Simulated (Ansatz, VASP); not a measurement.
**Two plane-wave programs on CdO**

Contents of INCAR:

```
ALGO = Normal
EDIFF = 1E-6
ENCUT = 600
GGA = RP
GGA_COMPAT = F
ISIF = 2
ISMEAR = 1
LASPH = T
LCHARG = F
LREAL = F
LWAVE = F
NBANDS = 16
NELM = 120
PREC = Accurate
SIGMA = 0.054
```

Contents of KPOINTS:

```
k-points
0
Gamma
  6 6 6
```

Contents of POSCAR:

```
CdO
1.0
    0.0000000000      2.3609927699      2.3609927699
    2.3609927699      0.0000000000      2.3609927699
    2.3609927699      2.3609927699      0.0000000000
Cd O
1 1
Direct
    0.0000000000      0.0000000000      0.0000000000
    0.5000000000      0.5000000000      0.5000000000
```

Input for Ansatz:

```yaml
crystal:
  lattice:
    - [0.0, 2.3609927699, 2.3609927699]
    - [2.3609927699, 0.0, 2.3609927699]
    - [2.3609927699, 2.3609927699, 0.0]
  atoms:
    - { symbol: Cd, position: [0.0, 0.0, 0.0] }
    - { symbol: O, position: [0.5, 0.5, 0.5] }
basis:
  ecutwfc: 420
  xc_grid: 4
kpoints:
  mp_grid: { grid: [6, 6, 6] }
hamiltonian:
  xc: rpbe
scf:
  occupations: { method: cold, width: 0.054 }
  max_iter: 65
output:
  forces: true
  stress: true
  eigenvalues: true
```

Alike in both runs: task single point; functional RPBE; k mesh 6 × 6 × 6; no spin polarisation.

|  | VASP | Ansatz |
| --- | --- | --- |
| version | VASP 6.6.1 | Ansatz 0.2.0 |
| potentials or method | VASP PAW PBE potentials, release 64 (Cd, O), cutoff 600 eV | scalar-relativistic, plane waves, PAW |
| occupations | methfessel-paxton of order 1, width 0.054 eV | cold, width 0.054 eV |
| valence electrons in the cell | 18 | 26 |

|  | VASP | Ansatz | Ansatz less VASP |
| --- | --- | --- | --- |
| gap on the k mesh at the Fermi level (eV) | none | none | - |
| pressure (GPa) | 9.5 | 8.4 | -1.16 |

VASP's potentials were made for PBE, not for RPBE. A gap of «none» marks a metal or a gap that the smearing closes. VASP's potentials hold 18 valence electrons a cell and Ansatz's 26, so a difference there can come from the potentials and not from the codes.

The k mesh is coarse, so the values compare programs but aren't converged.
